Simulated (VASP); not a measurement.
# PtSe2 (Sudovikovite) (P-3m1) in VASP: a series of runs, part 2 of 2

VASP 6.6.1. The steps go on from the part before.

### 3 Relaxation of cell and atoms, LDA

This run uses another cell than the first one, of 19.80 Å³/atom, 1.029 times its volume.

Contents of INCAR:

```
PREC = Accurate
ENCUT = 600
EDIFF = 1E-6
ISMEAR = 0
SIGMA = 0.1
LREAL = False
LASPH = True
NELM = 100
ALGO = Normal
ISIF = 3
LWAVE = False
LCHARG = False
GGA = CA
IBRION = 2
NSW = 70
EDIFFG = -0.005
```

Contents of KPOINTS:

```
regular mesh
0
Gamma
  15 15 10
```

Contents of POSCAR:

```
PtSe2
1.0
    3.7714571397      0.0000000000      0.0000000000
   -1.8857285698      3.2661776923      0.0000000000
    0.0000000000      0.0000000000      4.8233068483
Pt Se
1 2
Direct
    0.0000000000      0.0000000000      0.0000000000
    0.3333333333      0.6666666667      0.2654558733
    0.6666666667      0.3333333333      0.7345441267
```

Potentials or basis: VASP PAW LDA potentials, release 64 (Pt, Se).

On the command line:

```console
> cat potpaw_LDA.64/Pt/POTCAR potpaw_LDA.64/Se/POTCAR > POTCAR
> mpirun -np 1 vasp_std > vasp.out
```

OUTCAR:

```text
PREC = Accurate
   ENCUT = 600
   EDIFF = 1E-6
   ISMEAR = 0
   LREAL = False
   LASPH = True
   NELM = 100
   ISIF = 3
   GGA = CA
   IBRION = 2
   NSW = 70
   EDIFFG = -0.005

 ion  position               nearest neighbor table
   1  0.000  0.000  0.000-   2 2.53   3 2.53   3 2.53   2 2.53   3 2.53   2 2.53
   2  0.333  0.667  0.265-   1 2.53   1 2.53   1 2.53
   3  0.667  0.333  0.735-   1 2.53   1 2.53   1 2.53

  LATTYP: Found a hexagonal cell.
 ALAT       =     3.7714571397
 C/A-ratio  =     1.2788974313

  Lattice vectors:

 A1 = (   3.7714571397,   0.0000000000,   0.0000000000)
 A2 = (  -1.8857285698,   3.2661776923,   0.0000000000)
 A3 = (   0.0000000000,   0.0000000000,   4.8233068483)

Analysis of symmetry for initial positions (statically):
=====================================================================
 Subroutine PRICEL returns:
 Original cell was already a primitive cell.

 Routine SETGRP: Setting up the symmetry group for a
 hexagonal supercell.

 Subroutine GETGRP returns: Found 12 space group operations
 (whereof 12 operations were pure point group operations)
 out of a pool of 24 trial point group operations.

The static configuration has the point symmetry D_3d.

Analysis of symmetry for dynamics (positions and initial velocities):
=====================================================================
 Subroutine PRICEL returns:
 Original cell was already a primitive cell.

 Routine SETGRP: Setting up the symmetry group for a
 hexagonal supercell.

 Subroutine GETGRP returns: Found 12 space group operations
 (whereof 12 operations were pure point group operations)
 out of a pool of 24 trial point group operations.

The dynamic configuration has the point symmetry D_3d.

 Subroutine INISYM returns: Found 12 space group operations
 (whereof 12 operations are pure point group operations),
 and found     1 'primitive' translations

----------------------------------------------------------------------------------------

                                     Primitive cell

  volume of cell :      59.4147

  direct lattice vectors                    reciprocal lattice vectors
     3.771457140  0.000000000  0.000000000     0.265149507  0.153084139  0.000000000
    -1.885728570  3.266177692  0.000000000     0.000000000  0.306168278  0.000000000
     0.000000000  0.000000000  4.823306848     0.000000000  0.000000000  0.207326639

  length of vectors
     3.771457140  3.771457140  4.823306848     0.306168278  0.306168278  0.207326639

  position of ions in fractional coordinates (direct lattice)
     0.000000000  0.000000000  0.000000000
     0.333333333  0.666666667  0.265455873
     0.666666667  0.333333333  0.734544127

  ion indices of the primitive-cell ions
   primitive index   ion index
                 1           1
                 2           2
                 3           3

----------------------------------------------------------------------------------------

 KPOINTS: regular mesh

Automatic generation of k-mesh.
 Grid dimensions read from file:
 generate k-points for:   15   15   10

[... 62 lines left out ...]
   NELM   =    100;   NELMIN=  2; NELMDL= -5     # of ELM steps
   EDIFF  = 0.1E-05   stopping-criterion for ELM
   LREAL  =      F    real-space projection
   EDIFFG = -.5E-02   stopping-criterion for IOM
   NSW    =     70    number of steps for IOM
   IBRION =      2    ionic relax: 0-MD 1-quasi-New 2-CG
   NFREE  =      1    steps in history (QN), initial steepest desc. (CG)
   ISIF   =      3    stress and relaxation
   ISYM   =      2    0-nonsym 1-usesym 2-fastsym
   POTIM  = 0.5000    time-step for ionic-motion
   TEBEG  =    0.0;   TEEND  =   0.0 temperature during run
   PSTRESS=    0.0 pullay stress
   NELECT =      22.0000    total number of electrons
   NUPDOWN=      -1.0000    fix difference up-down
   EMIN   =  10.00;   EMAX   =-10.00  energy-range for DOS
   EFERMI =   0.00;   METHOD = LEGACY
   ISMEAR =     0;   SIGMA  =   0.10  broadening in eV -4-tet -1-fermi 0-gaus
   EFERMI_NEDOS =   21; number of points for ismear=-14 and -15
   IALGO  =     38    algorithm
   IMIX   =      4    mixing-type and parameters
     AMIX     =   0.40;   BMIX     =  1.00
     AMIX_MAG =   1.60;   BMIX_MAG =  1.00
  volume/ion in A,a.u.               =      19.80       133.65
  Fermi-wavevector in a.u.,A,eV,Ry     =   1.175577  2.221519 18.802998  1.381981
  Thomas-Fermi vector in A             =   2.311955
   LORBIT       =      0    0 simple, 1 ext, 2 COOP (PROOUT), +10 PAW based schemes
   GGA     = CA    functional components
   LHFCALC =     F    Hartree Fock is set to
   AEXX    =    0.0000 exact exchange contribution
   IVDW    =     0    specifies the selected vdW correction
   LEPSILON=     F    determine dielectric tensor
   LRPA    =     F    only Hartree local field effects (RPA)
 conjugate gradient relaxation of ions
 non-spin polarized calculation
 Gauss-broadening in eV      SIGMA  =   0.10
  energy-cutoff  :      600.00
  volume of cell :       59.41
 maximum number of plane-waves:      2008
 NGX is ok and might be reduce to    30
   NGX = 15   NGY = 15   NGZ = 19

--------------------------------------- Ionic step        1  -------------------------------------------

 number of electron      22.0000002 magnetization

 Free energy of the ion-electron system (eV)
  ---------------------------------------------------
  ext. energy  EPLUGINS =         0.00000000
  ---------------------------------------------------
  free energy    TOTEN  =       -17.07623103 eV

  energy without entropy =      -17.07208709  energy(sigma->0) =      -17.07415906

------------------------ aborting loop because EDIFF is reached ----------------------------------------

  FORCE on cell =-STRESS in cart. coord.  units (eV):
  Direction    XX          YY          ZZ          XY          YZ          ZX
  --------------------------------------------------------------------------------------
  -------------------------------------------------------------------------------------
  Total       -1.3741480     -1.3741480     -1.1197891     -0.0000000      0.0000000     -0.0000000
  in kB      -37.0552900    -37.0552900    -30.1962445     -0.0000000      0.0000000     -0.0000000
  external PRESSURE =     -34.7689415 kB  Pullay stress =       0.0000000 kB
[... 92 lines left out ...]
  FREE ENERGIE OF THE ION-ELECTRON SYSTEM (eV)
  ---------------------------------------------------
  free  energy   TOTEN  =       -17.0934057946 eV

  energy  without entropy=      -17.0893223110  energy(sigma->0) =      -17.09136405

[... ionic steps 4 to 7 ...]

--------------------------------------- Ionic step        8  -------------------------------------------

 number of electron      22.0000004 magnetization

------------------------ aborting loop because EDIFF is reached ----------------------------------------
[... 69 lines left out ...]
--------------------------------------- Ionic step       10  -------------------------------------------

 number of electron      22.0000004 magnetization

 Free energy of the ion-electron system (eV)
  ---------------------------------------------------
  ext. energy  EPLUGINS =         0.00000000
  ---------------------------------------------------
  free energy    TOTEN  =       -17.09385777 eV

  energy without entropy =      -17.08978933  energy(sigma->0) =      -17.09182355

 E-fermi :   7.0527     XC(G=0): -11.2017

 val. band max:        7.0404151529   @ k =  -0.0667   0.2667   0.4000
 cond. band min:       7.0552494951   @ k =   0.3333   0.2667   0.0000
 fundamental gap:      0.0148343422
 Fermi energy:         7.0527257289

 k-point     1 :       0.0000    0.0000    0.0000
  band No.  band energies     occupation
      1      -8.8415      2.00000
      2      -5.5440      2.00000
      3      -0.2574      2.00000
      4       0.6063      2.00000
      5       0.6063      2.00000
      6       3.1543      2.00000
      7       3.1543      2.00000
      8       4.5786      2.00000
      9       6.0405      2.00000
     10       6.0405      2.00000
     11       7.9187      0.00000
     12       8.1565      0.00000
     13       8.1565      0.00000
     14      10.2242      0.00000
[... 401 lines left out ...]
      2      -6.6333      2.00000
      3      -0.1108      2.00000
      4       1.0158      2.00000
      5       1.4457      2.00000
      6       2.0917      2.00000
      7       2.6320      2.00000
      8       3.5195      2.00000
      9       4.1721      2.00000
     10       4.4961      2.00000
     11       5.5975      2.00000
     12       7.1422      0.20598
     13       7.9709      0.00000
     14      11.2661      0.00000
     15      13.8240      0.00000

 [... further k-points ...]
[... 5 lines left out ...]
  --------------------------------------------------------------------------------------
  -------------------------------------------------------------------------------------
  Total       -0.0006860     -0.0006860     -0.0003503     -0.0000000      0.0000000     -0.0000000
  in kB       -0.0190089     -0.0190089     -0.0097082     -0.0000000      0.0000000     -0.0000000
  external PRESSURE =      -0.0159087 kB  Pullay stress =       0.0000000 kB
[... 18 lines left out ...]
  FREE ENERGIE OF THE ION-ELECTRON SYSTEM (eV)
  ---------------------------------------------------
  free  energy   TOTEN  =       -17.0938577658 eV

  energy  without entropy=      -17.0897893261  energy(sigma->0) =      -17.09182355

 reached required accuracy - stopping structural energy minimisation
```

CONTCAR:

```text
PtSe2
   1.00000000000000
     3.7455768918050367   -0.0000000000003995    0.0000000000000000
    -1.8727884458532076    3.2437647401661858   -0.0000000000000000
     0.0000000000000000    0.0000000000000000    4.7586448436891908
  Pt              Se
     1     2
Direct
     0.0000000000000000    0.0000000000000000    0.0000000000000000
     0.3333333332999970    0.6666666667000030    0.2652496112015256
     0.6666666667000030    0.3333333332999970    0.7347503887984743

  0.00000000E+00  0.00000000E+00  0.00000000E+00
  0.00000000E+00  0.00000000E+00  0.00000000E+00
  0.00000000E+00  0.00000000E+00  0.00000000E+00
```

Run time: 17 min. Hardware: 1 thread of Intel Xeon Platinum 8124M at 3.00GHz (Skylake/Cascade Lake), shared host; peak memory 0.4 GiB.

What came out:

* Free energy: -17.0939 eV
* Relaxed volume: 19.27 Å³/atom
* Relaxed cell: a = 3.746 Å, b = 3.746 Å, c = 4.759 Å, α = 90.00°, β = 90.00°, γ = 120.00°
* Space group after relaxing (to 0.05 Å): P-3m1 (No. 164)
* Energy gained by relaxing: 5.9 meV/atom
* Ionic steps: 10
* Pressure after relaxing: 0.0 GPa
* Band gap on the k mesh: zero (band 11 reaches 7.92 eV, above the bottom of band 12 at 6.92 eV)

The path:
| step | energy change (eV) | largest force (eV/Å) | pressure (GPa) | volume (Å³) |
| --- | --- | --- | --- | --- |
| 1 | 0.0000 | 0.3014 | -3.48 | 59.41 |
| 2 | 0.0348 | 0.5933 | 6.85 | 55.79 |
| 3 | -0.0172 | 0.0004 | -0.07 | 58.05 |
| 4 | -0.0172 | 0.0059 | 0.01 | 58.02 |
| 5 | -0.0174 | 0.0123 | 0.02 | 58.00 |
| 6 | -0.0175 | 0.0266 | 0.00 | 57.93 |
| 7 | -0.0176 | 0.0098 | -0.08 | 57.91 |
| 8 | -0.0176 | 0.0010 | -0.13 | 57.90 |
| 9 | -0.0176 | 0.0002 | -0.05 | 57.85 |
| 10 | -0.0176 | 0.0006 | 0.00 | 57.82 |

Final structure:
```
Pt Se
1.0
     3.74558    0.00000    0.00000
    -1.87279    3.24376    0.00000
     0.00000    0.00000    4.75864
Pt Se
1 2
Direct
  0.00000 0.00000 0.00000
  0.33333 0.66667 0.26525
  0.66667 0.33333 0.73475
```

Levels at points of the mesh, in eV from the Fermi level:
| k point | band 7 | band 8 | band 9 | band 10 | band 11 | band 12 | band 13 | band 14 | band 15 |
| --- | --- | --- | --- | --- | --- | --- | --- | --- | --- |
| (0.00, 0.00, 0.00) | -3.90 | -2.47 | -1.01 | -1.01 | 0.87 | 1.10 | 1.10 | 3.17 | 4.18 |
| (0.00, 0.00, 0.50) | -3.96 | -2.98 | -1.75 | -1.75 | -1.65 | 2.44 | 2.44 | 4.96 | 6.54 |

Caveat: spin-orbit coupling is left out, which moves the levels of the heavy elements. Zero-point motion and thermal expansion aren't in these numbers.
